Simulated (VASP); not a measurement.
Crystal: TiTe2.

```
Te Ti
1.0
     3.77700    0.00000    0.00000
    -1.88850    3.27098    0.00000
     0.00000    0.00000    6.49800
Te Ti
2 1
Direct
  0.33333 0.66667 0.73720
  0.66667 0.33333 0.26280
  0.00000 0.00000 0.00000
```

* Program: VASP 6.6.1
* Task: relaxation of cell and atoms
* Functional: PBEsol
* Potentials or basis: VASP PAW PBE potentials, release 64 (Te, Ti_sv)
* Cutoff: 600 eV
* k mesh: 8 × 8 × 4
* Occupations: fermi-dirac, width 0.05 eV
* Spin: no spin polarisation

At the start: pressure -2.2 GPa; volume 26.76 Å³/atom.

Task: How do energy, volume and symmetry change on relaxing?

Result: Over 10 steps the energy falls by 8.9 meV/atom and the volume is 25.37 Å³/atom (-5.2 %); space group P-3m1 (No. 164, to 0.1 Å) before and after.

The path:
```tsv
step	energy change (eV)	largest force (eV/Å)	pressure (GPa)	volume (Å³)
1	0.0000	0.1095	-2.23	80.28
2	-0.0103	0.4060	1.62	76.03
3	-0.0191	0.1909	-0.03	77.70
4	-0.0228	0.1343	-0.03	77.34
5	-0.0250	0.0412	-0.03	76.77
6	-0.0257	0.0305	-0.04	76.63
7	-0.0268	0.0038	-0.05	76.23
8	-0.0268	0.0108	-0.05	76.16
9	-0.0267	0.0230	0.17	75.95
10	-0.0268	0.0018	0.01	76.10
```

Final structure:
```
CELL_PARAMETERS angstrom
3.70588 0.00000 0.00000
-1.85294 3.20938 0.00000
0.00000 0.00000 6.39845
ATOMIC_POSITIONS crystal
Te 0.33333 0.66667 0.73162
Te 0.66667 0.33333 0.26838
Ti 0.00000 0.00000 0.00000
```

Caveat: the PAW data sets were made with another functional, which shifts forces and pressure a little; this functional lacks dispersion, which binds layers or chains, so the pressure and a relaxed spacing across them are unreliable.
